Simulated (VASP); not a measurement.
Wanted: the native input for a VASP 6.6.1 run.

* Task: single point
* Functional: PBE
* Potentials or basis: VASP PAW PBE potentials, release 64 (Be, Te)
* Cutoff: 520 eV
* k mesh: 18 × 18 × 18
* Occupations: gaussian, width 0.1 eV
* Spin: no spin polarisation
* Dipole correction: no
* Further INCAR settings: ALGO = Normal; EDIFF = 1e-06; NBANDS = 11

The structure of BeTe lies in POSCAR:

```
BeTe
1.0
    0.0000000000      2.6799863682      2.6799863682
    2.6799863682      0.0000000000      2.6799863682
    2.6799863682      2.6799863682      0.0000000000
Be Te
1 1
Direct
    0.0000000000      0.0000000000      0.0000000000
    0.5000000000      0.5000000000      0.5000000000
```

One way to write it, as run:

INCAR

```
SYSTEM = BeTe
  PREC = Accurate
  ENCUT = 520
  EDIFF = 1E-6
  ISMEAR = 0
  SIGMA = 0.1
  LREAL = .False.
  LASPH = .True.
  NELM = 60
  ALGO = Normal
  ISIF = 2
  LWAVE = .False.
  LCHARG = .True.
  GGA = PE
  LELF = .True.
  LVHAR = .True.
  NBANDS = 11
```

KPOINTS

```
Automatic mesh
0
Gamma
  18 18 18
  0 0 0
```

Potentials or basis: VASP PAW PBE potentials, release 64 (Be, Te).

The run is started by

```bash
$ cat potpaw_PBE.64/Be/POTCAR potpaw_PBE.64/Te/POTCAR > POTCAR
$ mpirun -np 1 vasp_std > vasp.out
```

It gave:

The pressure is 0.1 GPa and the band gap on the k mesh is zero (band 4 reaches 7.55 eV, above the bottom of band 5 at 6.32 eV).

Caveat: spin-orbit coupling is left out, which moves the levels of the heavy elements.

It took 49 s on 1 thread of Intel(R) Xeon(R) Platinum 8259CL CPU @ 2.50GHz (Skylake/Cascade Lake), on a shared host, peak memory 0.22 GiB.
